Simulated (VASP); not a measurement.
# B (P6_122) in VASP: further runs, part 2 of 2

VASP 6.6.1. Earlier steps stand in the parts before.

## (3) Relaxation of cell and atoms, PBE

This run uses another cell than the first one, of 7.29 Å³/atom, 0.992 times its volume.

File INCAR:

```
  PREC = Accurate
  ENCUT = 600
  EDIFF = 1E-6
  ISMEAR = 0
  SIGMA = 0.1
  LREAL = F
  LASPH = T
  NELM = 60
  ALGO = Normal
  ISIF = 3
  LWAVE = F
  LCHARG = F
  GGA = PE
  IBRION = 2
  NSW = 100
  EDIFFG = -0.01
```

File KPOINTS:

```
regular mesh
0
Gamma
  12 12 8
```

File POSCAR:

```
B
1.0
    3.2031676585      0.0000000000      0.0000000000
   -1.6015838293      2.7740245649      0.0000000000
    0.0000000000      0.0000000000      4.9227768236
B
6
Direct
    0.2692921433      0.5385842866      0.2500000000
    0.4614157134      0.7307078567      0.5833333333
    0.2692921433      0.7307078567      0.9166666667
    0.7307078567      0.4614157134      0.7500000000
    0.5385842866      0.2692921433      0.0833333333
    0.7307078567      0.2692921433      0.4166666667
```

Potentials or basis: VASP PAW PBE potentials, release 64 (B).

Launch:

```
$ cat potpaw_PBE.64/B/POTCAR > POTCAR
$ mpirun -np 1 vasp_std > vasp.out
```

OUTCAR:

```text
PREC = Accurate
   ENCUT = 600
   EDIFF = 1E-6
   ISMEAR = 0
   LREAL = F
   LASPH = T
   NELM = 60
   ISIF = 3
   GGA = PE
   IBRION = 2
   NSW = 100
   EDIFFG = -0.01

 ion  position               nearest neighbor table
   1  0.269  0.539  0.250-   6 1.70   5 1.70   2 1.75   3 1.75
   2  0.461  0.731  0.583-   6 1.70   4 1.70   1 1.75   3 1.75
   3  0.269  0.731  0.917-   5 1.70   4 1.70   1 1.75   2 1.75
   4  0.731  0.461  0.750-   3 1.70   2 1.70   5 1.75   6 1.75
   5  0.539  0.269  0.083-   3 1.70   1 1.70   4 1.75   6 1.75
   6  0.731  0.269  0.417-   2 1.70   1 1.70   4 1.75   5 1.75

  LATTYP: Found a hexagonal cell.
 ALAT       =     3.2031676585
 C/A-ratio  =     1.5368464434

  Lattice vectors:

 A1 = (   3.2031676585,   0.0000000000,   0.0000000000)
 A2 = (  -1.6015838293,   2.7740245649,   0.0000000000)
 A3 = (   0.0000000000,   0.0000000000,   4.9227768236)

Analysis of symmetry for initial positions (statically):
=====================================================================
 Subroutine PRICEL returns:
 Original cell was already a primitive cell.

 Routine SETGRP: Setting up the symmetry group for a
 hexagonal supercell.

 Subroutine GETGRP returns: Found 12 space group operations
 (whereof  2 operations were pure point group operations)
 out of a pool of 24 trial point group operations.

The static configuration has the point symmetry C_2 .
 The point group associated with its full space group is D_6 .

Analysis of symmetry for dynamics (positions and initial velocities):
=====================================================================
 Subroutine PRICEL returns:
 Original cell was already a primitive cell.

 Routine SETGRP: Setting up the symmetry group for a
 hexagonal supercell.

 Subroutine GETGRP returns: Found 12 space group operations
[... 152 lines left out ...]
--------------------------------------- Ionic step        1  -------------------------------------------

 number of electron      18.0000000 magnetization

 Free energy of the ion-electron system (eV)
  ---------------------------------------------------
  ext. energy  EPLUGINS =         0.00000000
  ---------------------------------------------------
  free energy    TOTEN  =       -37.40720089 eV

  energy without entropy =      -37.39946821  energy(sigma->0) =      -37.40333455

------------------------ aborting loop because EDIFF is reached ----------------------------------------

  FORCE on cell =-STRESS in cart. coord.  units (eV):
  Direction    XX          YY          ZZ          XY          YZ          ZX
  --------------------------------------------------------------------------------------
  -------------------------------------------------------------------------------------
  Total        0.1898501      0.1898501     -0.2593413     -0.0000000     -0.0000000      0.0000000
  in kB        6.9537840      6.9537840     -9.4990913     -0.0000000     -0.0000000      0.0000000
  external PRESSURE =       1.4694923 kB  Pullay stress =       0.0000000 kB
[... 267 lines left out ...]
--------------------------------------- Ionic step        8  -------------------------------------------

 number of electron      18.0000000 magnetization

 Free energy of the ion-electron system (eV)
  ---------------------------------------------------
  ext. energy  EPLUGINS =         0.00000000
  ---------------------------------------------------
  free energy    TOTEN  =       -37.40888553 eV

  energy without entropy =      -37.40134470  energy(sigma->0) =      -37.40511511

 E-fermi :   7.2293     XC(G=0): -11.6232

 val. band max:        7.2223522650   @ k =   0.0833   0.0000   0.1250
 cond. band min:       7.2631235301   @ k =   0.0833   0.0833   0.2500
 fundamental gap:      0.0407712652
 Fermi energy:         7.2292653867

 k-point     1 :       0.0000    0.0000    0.0000
  band No.  band energies     occupation
      1      -9.2763      2.00000
      2      -4.6277      2.00000
      3      -4.6277      2.00000
      4       2.6702      2.00000
      5       2.6702      2.00000
      6       5.3903      2.00000
      7       5.7388      2.00000
      8       5.8221      2.00000
      9       5.8221      2.00000
     10       6.5090      2.00000
     11       6.5090      2.00000
     12       8.3559      0.00000
     13      10.7490      0.00000
[... 354 lines left out ...]
  band No.  band energies     occupation
      1      -7.5916      2.00000
      2      -4.1841      2.00000
      3      -2.6267      2.00000
      4      -1.9795      2.00000
      5       0.5936      2.00000
      6       1.1007      2.00000
      7       2.1432      2.00000
      8       3.8543      2.00000
      9       5.5112      2.00000
     10       7.5856      0.00000
     11       9.3367      0.00000
     12      10.1138      0.00000
     13      12.5449      0.00000

 [... further k-points ...]

------------------------ aborting loop because EDIFF is reached ----------------------------------------

  FORCE on cell =-STRESS in cart. coord.  units (eV):
  Direction    XX          YY          ZZ          XY          YZ          ZX
  --------------------------------------------------------------------------------------
  -------------------------------------------------------------------------------------
  Total       -0.0093110     -0.0093110     -0.0410820      0.0000000      0.0000000      0.0000000
  in kB       -0.3386280     -0.3386280     -1.4940936      0.0000000      0.0000000      0.0000000
  external PRESSURE =      -0.7237832 kB  Pullay stress =       0.0000000 kB
[... 21 lines left out ...]
  FREE ENERGIE OF THE ION-ELECTRON SYSTEM (eV)
  ---------------------------------------------------
  free  energy   TOTEN  =       -37.4088855259 eV

  energy  without entropy=      -37.4013446997  energy(sigma->0) =      -37.40511511

 reached required accuracy - stopping structural energy minimisation
```

CONTCAR:

```text
B
   1.00000000000000
     3.2197011161782103   -0.0000000000002985    0.0000000000000000
    -1.6098505581396216    2.7883429592627778    0.0000000000000000
     0.0000000000000000   -0.0000000000000000    4.9070786963890853
  B
     6
Direct
     0.2687439452466543    0.5374878904933087    0.2500000000000000
     0.4625121095066914    0.7312560547533458    0.5833333332999970
     0.2687439452466543    0.7312560547533458    0.9166666667000030
     0.7312560547533458    0.4625121095066914    0.7500000000000000
     0.5374878904933086    0.2687439452466543    0.0833333332999970
     0.7312560547533458    0.2687439452466543    0.4166666667000030

  0.00000000E+00  0.00000000E+00  0.00000000E+00
  0.00000000E+00  0.00000000E+00  0.00000000E+00
  0.00000000E+00  0.00000000E+00  0.00000000E+00
  0.00000000E+00  0.00000000E+00  0.00000000E+00
  0.00000000E+00  0.00000000E+00  0.00000000E+00
  0.00000000E+00  0.00000000E+00  0.00000000E+00
```

It took 4.9 min on 1 thread of Intel Xeon 8259CL, shared host; peak memory 0.2 GiB.

What came out:

- Free energy: -37.4089 eV
- Relaxed volume: 7.34 Å³/atom
- Relaxed cell: a = 3.220 Å, b = 3.220 Å, c = 4.907 Å, α = 90.00°, β = 90.00°, γ = 120.00°
- Space group after relaxing (to 0.05 Å): P6_122 (No. 178)
- Energy gained by relaxing: 0.3 meV/atom
- Ionic steps: 8
- Pressure after relaxing: -0.1 GPa
- Largest force after relaxing: 0.007 eV/Å
- Band gap on the k mesh: zero (band 9 reaches 8.81 eV, above the bottom of band 10 at 6.41 eV)

Forces in eV/Å, atoms in the order of the input:
```
B    0.000 -0.007  0.000
B    0.006  0.003  0.000
B   -0.006  0.003  0.000
B    0.000  0.007  0.000
B   -0.006 -0.003  0.000
B    0.006 -0.003  0.000
```

Stress tensor (GPa, compression positive):
```
-0.03  0.00  0.00
 0.00 -0.03  0.00
 0.00  0.00 -0.15
```

The path:
| step | energy change (eV) | largest force (eV/Å) | pressure (GPa) | volume (Å³) |
| --- | --- | --- | --- | --- |
| 1 | 0.0000 | 0.0132 | 0.15 | 43.74 |
| 2 | -0.0009 | 0.0124 | 0.48 | 43.78 |
| 3 | -0.0011 | 0.0117 | 0.79 | 43.82 |
| 4 | -0.0015 | 0.0144 | 0.31 | 43.97 |
| 5 | -0.0016 | 0.0158 | 0.03 | 44.06 |
| 6 | -0.0016 | 0.0158 | 0.05 | 44.05 |
| 7 | -0.0017 | 0.0108 | -0.01 | 44.05 |
| 8 | -0.0017 | 0.0068 | -0.07 | 44.05 |

Final structure:
```
CELL_PARAMETERS angstrom
3.21970 0.00000 0.00000
-1.60985 2.78834 0.00000
0.00000 0.00000 4.90708
ATOMIC_POSITIONS crystal
B 0.26874 0.53749 0.25000
B 0.46251 0.73126 0.58333
B 0.26874 0.73126 0.91667
B 0.73126 0.46251 0.75000
B 0.53749 0.26874 0.08333
B 0.73126 0.26874 0.41667
```
